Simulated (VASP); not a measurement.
Y:

```xyz
4
Lattice="3.4065 -2.2514 0.0000 3.4065 2.2514 0.0000 0.0000 0.0000 9.1841" Properties=species:S:1:pos:R:3 pbc="T T T"
Y     3.4065   -1.5760    1.0745
Y     3.4065   -0.6754    5.6666
Y     3.4065    1.5760    8.1096
Y     3.4065    0.6754    3.5175
```

* Program: VASP 6.6.1
* Task: relaxation of cell and atoms
* Functional: PBE
* Potentials or basis: VASP PAW PBE potentials, release 64 (Y_sv)
* Cutoff: 600 eV
* k mesh: 4 × 4 × 2
* Occupations: gaussian, width 0.1 eV
* Spin: no spin polarisation

At the start: pressure -0.2 GPa; volume 35.22 Å³/atom.

**Question.** Where does the relaxation end?

**Answer.** Over 20 steps the energy falls by 905.0 meV/atom and the volume is 32.51 Å³/atom (-7.7 %); space group Cmce (No. 64, to 0.1 Å) before, I4/mmm (No. 139, to 0.1 Å).

Step by step:
```tsv
step	energy change (eV)	largest force (eV/Å)	pressure (GPa)	volume (Å³)
1	0.0000	3.0357	-0.23	140.87
2	-2.4743	0.7969	-1.69	138.14
3	-3.0278	0.8162	0.96	131.39
4	-3.0581	0.6241	0.37	132.86
5	-3.0582	0.5922	0.28	133.14
6	-3.1558	0.5075	-0.45	134.42
7	-3.3419	0.3441	-2.03	137.99
8	-3.3632	0.3456	-2.48	139.43
9	-3.4125	0.3589	-2.02	137.43
10	-3.4781	0.4121	-0.81	133.00
11	-3.4840	0.4560	-0.17	130.98
12	-3.5069	0.4168	-0.08	130.63
13	-3.5616	0.2950	0.20	129.57
14	-3.5898	0.1508	0.97	127.33
15	-3.5937	0.1494	0.77	127.87
16	-3.6062	0.1263	-0.10	130.53
17	-3.6066	0.1235	-0.27	131.12
18	-3.6126	0.1021	-0.19	130.78
19	-3.6184	0.0489	0.04	129.96
20	-3.6200	0.0214	0.01	130.06
```

Final structure:
```yaml
crystal:
  lattice:
    - [2.48228, -2.46390, 0.00000]
    - [2.48228, 2.46390, 0.00000]
    - [0.00000, 0.00000, 10.63229]
  atoms:
    - { symbol: Y, position: [0.75130, 0.24870, 0.12521] }
    - { symbol: Y, position: [0.74870, 0.25130, 0.62521] }
    - { symbol: Y, position: [0.24870, 0.75130, 0.87479] }
    - { symbol: Y, position: [0.25130, 0.74870, 0.37479] }
```

Caveat: the k points lie up to 0.45 Å⁻¹ apart in the final cell, too coarse for converged energies and pressures of a metal; a cell axis changed by over 15 % at a fixed basis, so the end point is rough.
